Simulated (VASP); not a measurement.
Runs of VASP 6.6.1 on Rb. The structure is that of space group Im-3m (No. 229), or close to it. The cells are those of the table. 

```tsv
task	cell	k mesh	cutoff (eV)	gap on the mesh (eV)	pressure (GPa)
single point	a = 4.796 Å, angles 109.5°, 1 atom	12 × 12 × 12	520	none	-0.3
single point	a = 4.516 Å, angles 109.5°, 1 atom	12 × 12 × 12	520	none	0.4
relaxation of cell and atoms	relaxed from a = 4.660 Å, angles 109.5°, 1 atom	12 × 12 × 12	600	none	0.0
single point	a = 4.660 Å, angles 109.5°, 1 atom	12 × 12 × 12	520	none	0.0
single point	a = 4.565 Å, angles 109.5°, 1 atom	12 × 12 × 12	520	none	(a)
single point	a = 4.854 Å, angles 109.5°, 1 atom	4 × 4 × 4	520	none	-0.3
single point	a = 4.751 Å, angles 109.5°, 1 atom	12 × 12 × 12	520	none	-0.2
single point	a = 4.660 Å, angles 109.5°, 1 atom	10 × 10 × 10	520	none	0.0
```

Alike in all rows: level LDA; potentials or basis VASP PAW LDA potentials, release 64 (Rb_sv); no spin polarisation; smearing gaussian 0.1 eV.

Problem. Estimate the missing entries.

Solution. (a) 0.2.

Caveats: some runs use coarse meshes.

A k mesh can miss the band edges, and the runs leave out spin-orbit coupling on Rb.

A gap of «none» marks levels without a gap at the run's occupations.
